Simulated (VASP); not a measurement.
Al, 2 atoms in the cell. Symmetry: P6_3/mmc, No. 194, hexagonal system. The conventional cell has a = 2.953 Å, b = 2.953 Å, c = 4.989 Å, α = 90.00°, β = 90.00°, γ = 120.00°. Al (site symmetry -6m2) has 12 Al at 2.95 to 3.02 Å within 3.9 Å. This isn't the form of Al at room conditions, which is fcc. This cell differs from its parent crystal: strain +0.050 along x and y, +0.025 along z.

| Property | Result |
| --- | --- |
| Program | VASP 6.6.1 |
| Task | single point |
| Functional | PBEsol |
| Dispersion | D3(BJ) |
| Potentials or basis | VASP PAW PBE potentials, release 64 (Al) |
| Cutoff | 520 eV |
| k mesh | 18 × 18 × 10 |
| Occupations | gaussian, width 0.15 eV |
| Spin | no spin polarisation |
| Dipole correction | no |
| Further INCAR settings | ALGO = Normal; EDIFF = 1e-07; NBANDS = 10 |

Potentials or basis: VASP PAW PBE potentials, release 64 (Al).

Run with:

```console
$ cat potpaw_PBE.64/Al/POTCAR > POTCAR
$ mpirun -np 1 vasp_std > vasp.out
```

Hardware: 1 thread of Intel Xeon 8259CL, with other jobs on the host.

Problem. Estimate the wall time of this run.

Solution. Run time: 66 s on 1 thread of Intel Xeon 8259CL, on a shared host, peak memory 0.21 GiB. Counts: scf iterations 11, k points 222.
